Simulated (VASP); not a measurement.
# SnO (P4mm) in VASP: further runs

SnO is run at these levels: PBEsol+D3(BJ); tasks: single point.

Everything below comes from runs of VASP 6.6.1. Logs are shortened: lines on timing, memory, paths and dates and some standing lists are left out, and cuts for length are marked.

## 1. The cell of the first run

The structure is tetragonal, space group P4mm (No. 99). The conventional cell has a = 3.802 Å, b = 3.802 Å, c = 4.836 Å, α = 90.00°, β = 90.00°, γ = 90.00°. Sn (site symmetry 4mm) has 4 O at 2.49 Å and 4 Sn at 3.40 Å within 3.4 Å. Sn (site symmetry 4mm) has 4 O at 2.22 Å within 2.9 Å. O (site symmetry 2mm) has 4 Sn at 2.22 to 2.49 Å and 4 O at 2.69 Å within 2.9 Å.

## 2. Single point, PBEsol+D3(BJ) (atom 1 (Sn) moved by (+0.000, +0.450) A along y and z)

INCAR reads:

```
  PREC = Accurate
  ENCUT = 520
  EDIFF = 1E-7
  ISMEAR = 0
  SIGMA = 0.15
  LREAL = False
  LASPH = True
  NELM = 60
  ALGO = Normal
  ISIF = 2
  LWAVE = False
  LCHARG = True
  GGA = PS
  IVDW = 12
  LELF = True
  LVHAR = True
  NBANDS = 28
```

KPOINTS reads:

```
Automatic mesh
0
Gamma
  12 12 10
```

POSCAR reads:

```
SnO
1.0
    3.8020000000      0.0000000000      0.0000000000
    0.0000000000      3.8020000000      0.0000000000
    0.0000000000      0.0000000000      4.8360000000
Sn O
2 2
Direct
    0.0000000000      0.5000000000      0.3315521092
    0.5000000000      0.0000000000      0.7615000000
    0.0000000000      0.0000000000      0.0000000000
    0.5000000000      0.5000000000      0.0000000000
```

Potentials or basis: VASP PAW PBE potentials, release 64 (Sn_d, O).

Command:

```
$ cat potpaw_PBE.64/Sn_d/POTCAR potpaw_PBE.64/O/POTCAR > POTCAR
$ mpirun -np 1 vasp_std > vasp.out
```

OUTCAR:

```text
PREC = Accurate
   ENCUT = 520
   EDIFF = 1E-7
   ISMEAR = 0
   LREAL = False
   LASPH = True
   NELM = 60
   ISIF = 2
   GGA = PS
   IVDW = 12
 IVDW          = 12

 ion  position               nearest neighbor table
   1  0.000  0.500  0.332-   3 2.49   4 2.49   3 2.49   4 2.49   2 3.40   2 3.40   2 3.40   2 3.40

   2  0.500  0.000  0.761-   3 2.22   4 2.22   4 2.22   3 2.22   1 3.40   1 3.40   1 3.40   1 3.40

   3  0.000  0.000  0.000-   2 2.22   2 2.22   1 2.49   1 2.49
   4  0.500  0.500  0.000-   2 2.22   2 2.22   1 2.49   1 2.49

  LATTYP: Found a simple tetragonal cell.
 ALAT       =     3.8020000000
 C/A-ratio  =     1.2719621252

  Lattice vectors:

 A1 = (   3.8020000000,   0.0000000000,   0.0000000000)
 A2 = (   0.0000000000,   3.8020000000,   0.0000000000)
 A3 = (   0.0000000000,   0.0000000000,   4.8360000000)

Analysis of symmetry for initial positions (statically):
=====================================================================
 Subroutine PRICEL returns:
 Original cell was already a primitive cell.

 Routine SETGRP: Setting up the symmetry group for a
 simple tetragonal supercell.

 Subroutine GETGRP returns: Found  8 space group operations
 (whereof  4 operations were pure point group operations)
 out of a pool of 16 trial point group operations.

The static configuration has the point symmetry C_2v.
 The point group associated with its full space group is C_4v.

Analysis of symmetry for dynamics (positions and initial velocities):
=====================================================================
 Subroutine PRICEL returns:
 Original cell was already a primitive cell.

 Routine SETGRP: Setting up the symmetry group for a
 simple tetragonal supercell.

 Subroutine GETGRP returns: Found  8 space group operations
 (whereof  4 operations were pure point group operations)
 out of a pool of 16 trial point group operations.

The dynamic configuration has the point symmetry C_2v.
 The point group associated with its full space group is C_4v.

 Subroutine INISYM returns: Found  8 space group operations
 (whereof  4 operations are pure point group operations),
 and found     1 'primitive' translations

----------------------------------------------------------------------------------------

                                     Primitive cell

[... 91 lines left out ...]
   LASPH  =      T    aspherical Exc in radial PAW
   ENCUT  =  520.0 eV  38.22 Ry    6.18 a.u.   7.07  7.07  8.99*2*pi/ulx,y,z
   NELM   =     60;   NELMIN=  2; NELMDL= -5     # of ELM steps
   EDIFF  = 0.1E-06   stopping-criterion for ELM
   LREAL  =      F    real-space projection
   EDIFFG = 0.1E-05   stopping-criterion for IOM
   NSW    =      0    number of steps for IOM
   IBRION =     -1    ionic relax: 0-MD 1-quasi-New 2-CG
   NFREE  =      0    steps in history (QN), initial steepest desc. (CG)
   ISIF   =      2    stress and relaxation
   ISYM   =      2    0-nonsym 1-usesym 2-fastsym
   POTIM  = 0.5000    time-step for ionic-motion
   TEBEG  =    0.0;   TEEND  =   0.0 temperature during run
   PSTRESS=    0.0 pullay stress
   NELECT =      40.0000    total number of electrons
   NUPDOWN=      -1.0000    fix difference up-down
   EMIN   =  10.00;   EMAX   =-10.00  energy-range for DOS
   EFERMI =   0.00;   METHOD = LEGACY
   ISMEAR =     0;   SIGMA  =   0.15  broadening in eV -4-tet -1-fermi 0-gaus
   EFERMI_NEDOS =   21; number of points for ismear=-14 and -15
   IALGO  =     38    algorithm
   IMIX   =      4    mixing-type and parameters
     AMIX     =   0.40;   BMIX     =  1.00
     AMIX_MAG =   1.60;   BMIX_MAG =  1.00
  volume/ion in A,a.u.               =      17.48       117.94
  Fermi-wavevector in a.u.,A,eV,Ry     =   1.359121  2.568365 25.132801  1.847209
  Thomas-Fermi vector in A             =   2.485896
   LORBIT       =      0    0 simple, 1 ext, 2 COOP (PROOUT), +10 PAW based schemes
   GGA     = PS    functional components
   LHFCALC =     F    Hartree Fock is set to
   AEXX    =    0.0000 exact exchange contribution
   IVDW    =    12    specifies the selected vdW correction
   LEPSILON=     F    determine dielectric tensor
   LRPA    =     F    only Hartree local field effects (RPA)
 non-spin polarized calculation
 Gauss-broadening in eV      SIGMA  =   0.15
  energy-cutoff  :      520.00
  volume of cell :       69.91
 maximum number of plane-waves:      1904
   NGX = 15   NGY = 15   NGZ = 17

 number of electron      39.9999992 magnetization

 Free energy of the ion-electron system (eV)
  ---------------------------------------------------
  ext. energy  EPLUGINS =         0.00000000
  ---------------------------------------------------
  free energy    TOTEN  =       -23.27103748 eV

  energy without entropy =      -23.26594856  energy(sigma->0) =      -23.26849302

 E-fermi :   6.4810     XC(G=0): -10.6259

 val. band max:        6.4654591792   @ k =   0.1667   0.0000   0.1000
 cond. band min:       6.4856286489   @ k =   0.0833   0.0833   0.2000
 fundamental gap:      0.0201694697
 Fermi energy:         6.4810453157

 k-point     1 :       0.0000    0.0000    0.0000
  band No.  band energies     occupation
      1     -15.0618      2.00000
      2     -14.9710      2.00000
      3     -14.9195      2.00000
      4     -14.9195      2.00000
      5     -14.9165      2.00000
      6     -14.7197      2.00000
[... 733 lines left out ...]
     27      14.7160      0.00000
     28      16.1244      0.00000

 [... further k-points ...]

------------------------ aborting loop because EDIFF is reached ----------------------------------------

 Edisp (eV)   -0.86589

 E8    (eV) :    -0.5729

  FORCE on cell =-STRESS in cart. coord.  units (eV):
  Direction    XX          YY          ZZ          XY          YZ          ZX
  --------------------------------------------------------------------------------------
  -------------------------------------------------------------------------------------
  Total      -3.41281    -3.41281    -8.74358     0.00000     0.00000     0.00000
  in kB     -78.21893   -78.21893  -200.39624     0.00000     0.00000     0.00000
  external pressure =     -118.94 kB  Pullay stress =        0.00 kB

 VOLUME and BASIS-vectors are now :
 -----------------------------------------------------------------------------
  energy-cutoff  :      520.00
  volume of cell :       69.91
      direct lattice vectors                 reciprocal lattice vectors
     3.802000000  0.000000000  0.000000000     0.263019463  0.000000000  0.000000000
     0.000000000  3.802000000  0.000000000     0.000000000  0.263019463  0.000000000
     0.000000000  0.000000000  4.836000000     0.000000000  0.000000000  0.206782465

 POSITION                                       TOTAL-FORCE (eV/Angst)
 -----------------------------------------------------------------------------------
      0.00000      1.90100      1.60339         0.000000      0.000000     -3.640366
      1.90100      0.00000      3.68261         0.000000      0.000000      2.377886
      0.00000      0.00000      0.00000         0.000000      0.000000      0.631240
      1.90100      1.90100      0.00000         0.000000      0.000000      0.631240
 -----------------------------------------------------------------------------------
    total drift:                                0.000000      0.000000      0.000191

  FREE ENERGIE OF THE ION-ELECTRON SYSTEM (eV)
  ---------------------------------------------------
  free  energy   TOTEN  =       -24.1369242832 eV

  energy  without entropy=      -24.1318353634  energy(sigma->0) =      -24.13437982
```

stdout:

```text
POSCAR found type information on POSCAR SnO
 POSCAR found :  2 types and       4 ions
 scaLAPACK will be used
 -----------------------------------------------------------------------------
|                                                                             |
|                                                                             |
|     You enforced a specific xc type in the INCAR file but a different       |
|     I HOPE YOU KNOW WHAT YOU ARE DOING!                                     |
|                                                                             |
 -----------------------------------------------------------------------------

 LDA part: xc-table for (Slater+PW92), standard interpolation
 POSCAR, INCAR and KPOINTS ok, starting setup
 FFT: planning ... GRIDC
 FFT: planning ... GRID_SOFT
 FFT: planning ... GRID
 WAVECAR not read
 entering main loop
```

It took 5.9 min on 1 thread of Intel Xeon 8259CL, shared host; peak memory 0.38 GiB.

Results:

```
Free energy                : -24.1369 eV
Pressure                   : -11.9 GPa
Largest force              : 3.640 eV/Å
Band gap on the k mesh     : zero (bands 20 and 21 overlap by 1.47 eV)
Dispersion energy per atom : -0.216 eV
```

Forces in eV/Å, atoms in the order of the input:
```
Sn   0.000  0.000 -3.640
Sn   0.000  0.000  2.378
O    0.000  0.000  0.631
O    0.000  0.000  0.631
```

Stress tensor (GPa, compression positive):
```
 -7.82   0.00   0.00
  0.00  -7.82   0.00
  0.00   0.00 -20.04
```

Levels at points of the mesh, in eV from the Fermi level:
| k point | band 17 | band 18 | band 19 | band 20 | band 21 | band 22 | band 23 | band 24 |
| --- | --- | --- | --- | --- | --- | --- | --- | --- |
| (0.00, 0.00, 0.00) | -2.42 | -1.52 | -1.52 | 0.50 | 3.01 | 3.52 | 3.52 | 5.76 |
| (0.50, 0.00, 0.00) | -3.64 | -2.83 | -2.70 | -2.42 | 3.24 | 3.30 | 4.74 | 5.98 |
| (0.50, 0.50, 0.00) | -2.40 | -1.64 | -1.25 | -0.97 | -0.97 | -0.72 | 3.19 | 4.79 |
| (0.00, 0.00, 0.50) | -2.51 | -2.06 | -1.55 | -1.55 | 2.19 | 2.19 | 2.96 | 3.70 |
| (0.50, 0.00, 0.50) | -3.59 | -2.74 | -1.86 | -1.16 | 2.55 | 2.78 | 4.23 | 5.46 |
| (0.50, 0.50, 0.50) | -3.61 | -2.52 | -1.25 | -0.72 | 1.50 | 1.50 | 4.65 | 4.65 |

Caveat: the cell differs from its parent crystal (atom 1 (Sn) moved by (+0.000, +0.450) A along y and z); the stress differs along the axes, from -20 to -8 GPa; the PAW data sets were made with another functional, which shifts forces and pressure a little; spin-orbit coupling is left out, which moves the levels of the heavy elements.

## 3. Single point, PBEsol+D3(BJ) (atom 1 (Sn) moved by (+0.000, -0.450) A along y and z)

INCAR reads:

```
SYSTEM = SnO
  PREC = Accurate
  ENCUT = 520
  EDIFF = 1E-6
  ISMEAR = 0
  SIGMA = 0.15
  LREAL = .False.
  LASPH = .True.
  NELM = 80
  ALGO = Normal
  ISIF = 2
  LWAVE = .False.
  LCHARG = .False.
  GGA = PS
  IVDW = 12
  NBANDS = 28
```

KPOINTS reads:

```
Automatic mesh
0
Gamma
  12 12 10
  0 0 0
```

POSCAR: that of step 2 with these lines changed.

```diff
@@ -8,3 +8,3 @@
 Direct
-    0.0000000000      0.5000000000      0.3315521092
+    0.0000000000      0.5000000000      0.1454478908
     0.5000000000      0.0000000000      0.7615000000
```

Potentials or basis: VASP PAW PBE potentials, release 64 (Sn_d, O).

Command:

```
$ cat potpaw_PBE.64/Sn_d/POTCAR potpaw_PBE.64/O/POTCAR > POTCAR
$ mpirun -np 1 vasp_std > vasp.out
```

Run time: 4.4 min. Hardware: 1 thread of Intel Xeon 8259CL, shared host; peak memory 0.38 GiB.

It converged, with:

```yaml
Free_energy: -23.5769 eV
Pressure: 16.3 GPa
Largest_force: 6.375 eV/Å
Band_gap_on_the_k_mesh: 0.39 eV (least direct gap 1.36 eV)
Dispersion_energy_per_atom: -0.216 eV
```

Forces in eV/Å, atoms in the order of the input:
```
Sn   0.000  0.000  6.375
Sn   0.000  0.000 -2.741
O    0.000  0.000 -1.817
O    0.000  0.000 -1.817
```

Stress tensor (GPa, compression positive):
```
19.28  0.00  0.00
 0.00 19.28  0.00
 0.00  0.00 10.25
```

Levels at points of the mesh, in eV from the valence-band top:
```
           k point  band 16  band 17  band 18  band 19  band 20  band 21  band 22  band 23  band 24  band 25
(0.00, 0.00, 0.00)    -5.66    -4.61    -4.61    -4.19    -0.59     1.62     3.32     4.77     4.77     7.07
(0.50, 0.00, 0.00)    -5.87    -5.87    -5.75    -2.59    -1.50     2.93     3.58     4.52     5.59     5.66
(0.50, 0.50, 0.00)    -5.90    -3.77    -3.56    -2.00    -0.46     0.91     0.91     4.17     4.54     7.51
(0.00, 0.00, 0.50)    -4.61    -4.61    -4.24    -3.23    -1.64     0.39     3.50     3.66     3.66     7.78
(0.50, 0.00, 0.50)    -6.34    -6.12    -5.84    -2.04    -0.65     1.98     2.86     5.26     5.84     6.89
(0.50, 0.50, 0.50)    -6.14    -3.77    -3.56    -2.70    -1.30     2.71     2.71     4.40     4.40     4.77
```

Caveat: the cell differs from its parent crystal (atom 1 (Sn) moved by (+0.000, -0.450) A along y and z); the stress differs along the axes, from 10 to 19 GPa; semilocal functionals underestimate gaps, and a narrow one can read as zero; the PAW data sets were made with another functional, which shifts forces and pressure a little; spin-orbit coupling is left out, which moves the levels of the heavy elements. A k mesh can miss the band edges.

The gap in the log of VASP goes by the Fermi energy; the results here count the filled bands.